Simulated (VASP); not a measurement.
Runs of VASP 6.6.1 on AlN. It takes space group F-43m (No. 216, cubic). The conventional cell has a = 4.370 Å, b = 4.370 Å, c = 4.370 Å, α = 90.00°, β = 90.00°, γ = 90.00°. Al (site symmetry -43m) has 4 N at 1.89 Å within 2.5 Å. N (site symmetry -43m) has 4 Al at 1.89 Å within 2.5 Å. 

```tsv
level	k mesh	grid for exact exchange (PRECFOCK)	screening parameter	gap on the mesh (eV)	pressure (GPa)
HSE06	6 × 6 × 6	Normal	0.2079 1/Å	4.55	-0.8
PBE0	6 × 6 × 6	Normal	-	5.30	-0.8
PBE	6 × 6 × 6	-	-	3.32	4.3
PBE	10 × 10 × 10	-	-	3.32	4.3
r2SCAN	6 × 6 × 6	-	-	3.93	(a)
```

Alike in all rows: task single point; potentials or basis VASP PAW PBE potentials, release 64 (Al, N); no spin polarisation; cell as given; cutoff (eV) 520; smearing gaussian 0.01 eV.

Question: Fill in the values left out.

Answer: (a) -0.4.

Caveats: the PAW data sets were made with another functional, which shifts forces and pressure a little (some runs).

A k mesh can miss the band edges.
